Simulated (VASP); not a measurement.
Set up this calculation in VASP 6.6.1, as the native input.

| Property | Result |
| --- | --- |
| Task | single point |
| Functional | PBEsol |
| Potentials or basis | VASP PAW PBE potentials, release 64 (Co) |
| Cutoff | 520 eV |
| k mesh | 18 × 18 × 10 |
| Occupations | gaussian, width 0.1 eV |
| Spin | collinear spin, ferromagnetic start |
| Starting moments | [1.8, 1.8] μB |
| Dipole correction | no |
| Further INCAR settings | ALGO = Normal; EDIFF = 1e-06; NBANDS = 20 |

The structure of Co lies in POSCAR:

```
Co
1.0
    2.5040211183      0.0000000000      0.0000000000
   -1.2520105592      2.1685459000      0.0000000000
    0.0000000000      0.0000000000      4.0491061352
Co
2
Direct
    0.3333333333      0.6666666667      0.2500000000
    0.6666666667      0.3333333333      0.7500000000
```

The input as run:

INCAR

```
  ALGO = Normal
  EDIFF = 1E-6
  ENCUT = 520
  GGA = PS
  ISIF = 2
  ISMEAR = 0
  ISPIN = 2
  LASPH = T
  LCHARG = F
  LMAXMIX = 4
  LORBIT = 11
  LREAL = F
  LWAVE = F
  MAGMOM = 1.8 1.8
  NBANDS = 20
  NELM = 150
  PREC = Accurate
  SIGMA = 0.1
```

KPOINTS

```
k-points
0
Gamma
  18 18 10
```

Potentials or basis: VASP PAW PBE potentials, release 64 (Co).

Command:

```bash
$ cat potpaw_PBE.64/Co/POTCAR > POTCAR
$ mpirun -np 1 vasp_std > vasp.out
```

Results of the run:

```
Pressure                                              : -13.2 GPa
Net moment                                            : 3.20 μB per cell
Site moments                                          : Co +1.62 μB
Valence electrons inside the program's atomic spheres : Co 8.25
```

Caveat: the cell stands under tension; the PAW data sets were made with another functional, which shifts forces and pressure a little.

Run time: 4.2 min on 1 thread of AMD EPYC 7R13, on a shared host, peak memory 0.22 GiB.
